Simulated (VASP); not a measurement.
# Ni (Im-3m) in VASP: further runs

Ni is run at these levels: PBEsol-based screened hybrid with 25 % exact exchange, PBEsol; tasks: single point.

Program: VASP 6.6.1. These are calculated values, not measurements. Logs are shortened: lines on timing, memory, paths and dates and some standing lists are left out, and cuts for length are marked.

**1. The cell of the first run**

Symmetry: Im-3m, No. 229, cubic system. The conventional cell has a = 2.763 Å, b = 2.763 Å, c = 2.763 Å, α = 90.00°, β = 90.00°, γ = 90.00°. Within 3.2 Å of Ni (site symmetry m-3m) lie 14 Ni at 2.39 to 2.76 Å.

This isn't the form of Ni at room conditions, which is fcc.

**2. Single point, PBEsol-based screened hybrid with 25 % exact exchange, collinear spin, ferromagnetic start**

File POSCAR:

```
Ni
1.0
   -1.3813788455      1.3813788455      1.3813788455
    1.3813788455     -1.3813788455      1.3813788455
    1.3813788455      1.3813788455     -1.3813788455
Ni
1
Direct
    0.0000000000      0.0000000000      0.0000000000
```

File INCAR.step1:

```
  ALGO = Normal
  EDIFF = 1E-5
  ENCUT = 520
  GGA = PE
  ISIF = 2
  ISMEAR = -1
  ISPIN = 2
  LASPH = True
  LCHARG = False
  LMAXMIX = 4
  LORBIT = 11
  LREAL = False
  LWAVE = True
  MAGMOM = 1
  NBANDS = 15
  NELM = 150
  PREC = Accurate
  SIGMA = 0.05
```

File INCAR.step2:

```
  AEXX = 0.25
  ALGO = Normal
  EDIFF = 1E-6
  ENCUT = 520
  GGA = PS
  HFSCREEN = 0.207
  ISIF = 2
  ISMEAR = -1
  ISPIN = 2
  ISTART = 1
  LASPH = True
  LCHARG = False
  LHFCALC = True
  LMAXMIX = 4
  LORBIT = 11
  LREAL = False
  LWAVE = False
  MAGMOM = 1
  NBANDS = 15
  NELM = 150
  PREC = Accurate
  PRECFOCK = Normal
  SIGMA = 0.05
```

File KPOINTS:

```
k-points
0
Gamma
  7 7 7
```

Potentials or basis: VASP PAW PBE potentials, release 64 (Ni).

Started as:

```bash
$ cat potpaw_PBE.64/Ni/POTCAR > POTCAR
$ cp INCAR.step1 INCAR
$ mpirun -np 1 vasp_std > vasp.out
$ cp INCAR.step2 INCAR
$ mpirun -np 1 vasp_std > vasp.out
```

OUTCAR:

```text
AEXX = 0.25
   EDIFF = 1E-6
   ENCUT = 520
   GGA = PS
   HFSCREEN = 0.207
   ISIF = 2
   ISMEAR = -1
   ISPIN = 2
   ISTART = 1
   LASPH = True
   LHFCALC = True
   LORBIT = 11
   LREAL = False
   NELM = 150
   PREC = Accurate
   PRECFOCK = Normal

 ion  position               nearest neighbor table
   1  0.000  0.000  0.000-

  LATTYP: Found a body centered cubic cell.
 ALAT       =     2.7627576910

  Lattice vectors:

 A1 = (  -1.3813788455,   1.3813788455,   1.3813788455)
 A2 = (   1.3813788455,  -1.3813788455,   1.3813788455)
 A3 = (   1.3813788455,   1.3813788455,  -1.3813788455)

Analysis of symmetry for initial positions (statically):
=====================================================================
 Subroutine PRICEL returns:
 Original cell was already a primitive cell.

 Routine SETGRP: Setting up the symmetry group for a
 body centered cubic supercell.

 Subroutine GETGRP returns: Found 48 space group operations
 (whereof 48 operations were pure point group operations)
 out of a pool of 48 trial point group operations.

The static configuration has the point symmetry O_h .

Analysis of symmetry for dynamics (positions and initial velocities):
=====================================================================
 Subroutine PRICEL returns:
 Original cell was already a primitive cell.

 Routine SETGRP: Setting up the symmetry group for a
 body centered cubic supercell.

 Subroutine GETGRP returns: Found 48 space group operations
 (whereof 48 operations were pure point group operations)
 out of a pool of 48 trial point group operations.

The dynamic configuration has the point symmetry O_h .

Analysis of structural, dynamic, and magnetic symmetry:
=====================================================================
 Subroutine PRICEL returns:
 Original cell was already a primitive cell.

 Routine SETGRP: Setting up the symmetry group for a
 body centered cubic supercell.

 Subroutine GETGRP returns: Found 48 space group operations
 (whereof 48 operations were pure point group operations)
 out of a pool of 48 trial point group operations.

The overall configuration has the point symmetry O_h .

 Subroutine INISYM returns: Found 48 space group operations
 (whereof 48 operations are pure point group operations),
 and found     1 'primitive' translations

----------------------------------------------------------------------------------------

                                     Primitive cell

  volume of cell :      10.5438

  direct lattice vectors                    reciprocal lattice vectors
    -1.381378846  1.381378846  1.381378846     0.000000000  0.361957186  0.361957186
     1.381378846 -1.381378846  1.381378846     0.361957186  0.000000000  0.361957186
[... 130 lines left out ...]
  free energy    TOTEN  =        -6.68041906 eV

  energy without entropy =       -6.67787720  energy(sigma->0) =       -6.67914813

 E-fermi :   8.9627     XC(G=0): -11.0153

 val. band max:        8.9367159416   @ k =   0.4286   0.0000   0.0000
 cond. band min:       9.2067487856   @ k =   0.4286   0.1429   0.0000
 fundamental gap:      0.2700328440
 Fermi energy:         8.9627184022

 spin component 1

 k-point     1 :       0.0000    0.0000    0.0000
  band No.  band energies     occupation
      1      -0.8263      1.00000
      2       4.8622      1.00000
      3       4.8622      1.00000
      4       4.8622      1.00000
      5       6.6483      1.00000
      6       6.6483      1.00000
      7      37.4967      0.00000
      8      37.4967      0.00000
      9      37.4967      0.00000
     10      42.7458      0.00000
     11      42.7458      0.00000
     12      44.4582      0.00000
     13      44.4582      0.00000
     14      44.4582      0.00000
[... 328 lines left out ...]
      1       3.2943      1.00000
      2       3.2945      1.00000
      3       6.8557      1.00000
      4       6.8557      1.00000
      5       7.0221      1.00000
      6      17.5779      0.00000
      7      21.1258      0.00000
      8      21.1258      0.00000
      9      26.6190      0.00000
     10      28.1453      0.00000
     11      33.0490      0.00000
     12      51.6681      0.00000
     13      57.2005      0.00000
     14      57.2005      0.00000
     15      59.6388      0.00000
 Fermi energy:         8.9627184022

 spin component 2

 k-point     1 :       0.0000    0.0000    0.0000
  band No.  band energies     occupation
      1      -0.9734      1.00000
      2       7.5223      1.00000
      3       7.5224      1.00000
      4       7.5561      1.00000
      5       7.5561      1.00000
      6       7.5561      1.00000
      7      37.2645      0.00000
      8      37.2645      0.00000
      9      37.2645      0.00000
     10      42.6543      0.00000
     11      42.6543      0.00000
     12      44.6590      0.00000
     13      44.6590      0.00000
     14      44.6590      0.00000
[... 329 lines left out ...]
      2       3.8808      1.00000
      3      10.2208      0.00000
      4      10.2208      0.00000
      5      10.5675      0.00000
      6      17.5985      0.00000
      7      21.1757      0.00000
      8      21.1757      0.00000
      9      26.7837      0.00000
     10      28.2512      0.00000
     11      33.2411      0.00000
     12      51.6948      0.00000
     13      57.2548      0.00000
     14      57.2548      0.00000
     15      59.7775      0.00000

------------------------ aborting loop because EDIFF is reached ----------------------------------------

  FORCE on cell =-STRESS in cart. coord.  units (eV):
  Direction    XX          YY          ZZ          XY          YZ          ZX
  --------------------------------------------------------------------------------------
  -------------------------------------------------------------------------------------
  Total        0.0647594      0.0647594      0.0647594      0.0000000      0.0000000     -0.0000000
  in kB        9.8404582      9.8404582      9.8404582      0.0000000      0.0000000     -0.0000000
  external PRESSURE =       9.8404582 kB  Pullay stress =       0.0000000 kB

 VOLUME and BASIS-vectors are now :
 -----------------------------------------------------------------------------
  energy-cutoff  :      520.00
  volume of cell :       10.54
      direct lattice vectors                 reciprocal lattice vectors
    -1.381378846  1.381378846  1.381378846     0.000000000  0.361957186  0.361957186
     1.381378846 -1.381378846  1.381378846     0.361957186  0.000000000  0.361957186
     1.381378846  1.381378846 -1.381378846     0.361957186  0.361957186  0.000000000

 POSITION                                       TOTAL-FORCE (eV/Angst)
 -----------------------------------------------------------------------------------
      0.00000      0.00000      0.00000         0.000000     -0.000000     -0.000000
 -----------------------------------------------------------------------------------
    total drift:                               -0.000009      0.000024     -0.000004

  FREE ENERGIE OF THE ION-ELECTRON SYSTEM (eV)
  ---------------------------------------------------
  free  energy   TOTEN  =        -6.6804190627 eV

  energy  without entropy=       -6.6778771972  energy(sigma->0) =       -6.67914813

 total charge

# of ion       s       p       d       tot
------------------------------------------
    1        0.513   0.502   8.409   9.423

 magnetization (x)

# of ion       s       p       d       tot
------------------------------------------
    1       -0.016  -0.029   0.907   0.862
```

OSZICAR.step1:

```text
N       E                     dE             d eps       ncg     rms          rms(c)
DAV:   1     0.326248809270E+02    0.32625E+02   -0.41462E+03  1271   0.869E+02
DAV:   2    -0.495613746019E+01   -0.37581E+02   -0.35032E+02  1340   0.164E+02
DAV:   3    -0.631143472707E+01   -0.13553E+01   -0.13461E+01  1515   0.304E+01
DAV:   4    -0.631897793617E+01   -0.75432E-02   -0.75423E-02  1403   0.217E+00
DAV:   5    -0.631904911114E+01   -0.71175E-04   -0.71173E-04  1566   0.197E-01    0.100E+01
DAV:   6    -0.563863092871E+01    0.68042E+00   -0.10982E+01  1662   0.371E+01    0.539E+00
DAV:   7    -0.540447506208E+01    0.23416E+00   -0.21621E+00  1523   0.138E+01    0.211E+00
DAV:   8    -0.538225443122E+01    0.22221E-01   -0.54022E-02  1751   0.198E+00    0.867E-01
DAV:   9    -0.538029906617E+01    0.19554E-02   -0.17312E-03  1797   0.272E-01    0.238E-01
DAV:  10    -0.537990123636E+01    0.39783E-03   -0.25459E-04  1849   0.115E-01    0.318E-02
DAV:  11    -0.537989614444E+01    0.50919E-05   -0.10636E-05  1175   0.340E-02
   1 F= -.53798961E+01 E0= -.53752597E+01  d E =-.927286E-02  mag=     0.5209
```

It took 13 min on 1 thread of Intel Xeon 6975P-C (Granite Rapids), shared host; peak memory 0.23 GiB.

Results:

```yaml
Free_energy: -6.6804 eV
Pressure: 1.0 GPa
Net_moment: 0.86 μB per cell
Site_moments: Ni +0.86 μB
Valence_electrons_inside_the_program's_atomic_spheres: Ni 9.42
```

Caveat: the k points lie up to 0.46 Å⁻¹ apart; the PAW data sets were made with another functional, which shifts forces and pressure a little.

**3. Single point, PBEsol, collinear spin, ferromagnetic start**

This run uses another cell than the first one, of 10.60 Å³/atom.

File INCAR:

```
PREC = Accurate
ENCUT = 690
EDIFF = 1E-6
ISMEAR = -1
SIGMA = 0.05
LREAL = False
LASPH = True
NELM = 200
ALGO = Normal
ISIF = 2
LWAVE = False
LCHARG = False
ISPIN = 2
MAGMOM = 1.2
LORBIT = 11
NUPDOWN = 1.2
LMAXMIX = 4
GGA = PS
NBANDS = 19
GGA_COMPAT = False
```

File KPOINTS:

```
regular mesh
0
Gamma
  11 11 11
```

File POSCAR:

```
Ni
1.0
   -1.3837154700      1.3837154700      1.3837154700
    1.3837154700     -1.3837154700      1.3837154700
    1.3837154700      1.3837154700     -1.3837154700
Ni
1
Direct
    0.0000000000      0.0000000000      0.0000000000
```

Potentials or basis: VASP PAW PBE potentials, release 64 (Ni_sv_GW).

Started as:

```bash
$ cat potpaw_PBE.64/Ni_sv_GW/POTCAR > POTCAR
$ mpirun -np 1 vasp_std > vasp.out
```

Run time: 37 s. Hardware: 1 thread of Intel Xeon Platinum 8259CL at 2.50GHz (Skylake/Cascade Lake), shared host; peak memory 0.18 GiB.

The run converged. Its results:

```yaml
Free_energy: -6.6949 eV
Pressure: 4.2 GPa
Net_moment: 1.20 μB per cell
Site_moments: Ni +1.17 μB
Valence_electrons_inside_the_program's_atomic_spheres: Ni 16.35
```

Caveat: the cell stands under pressure; the PAW data sets were made with another functional, which shifts forces and pressure a little; the total moment is fixed, so each spin has its own Fermi level and the state may be an excited one.
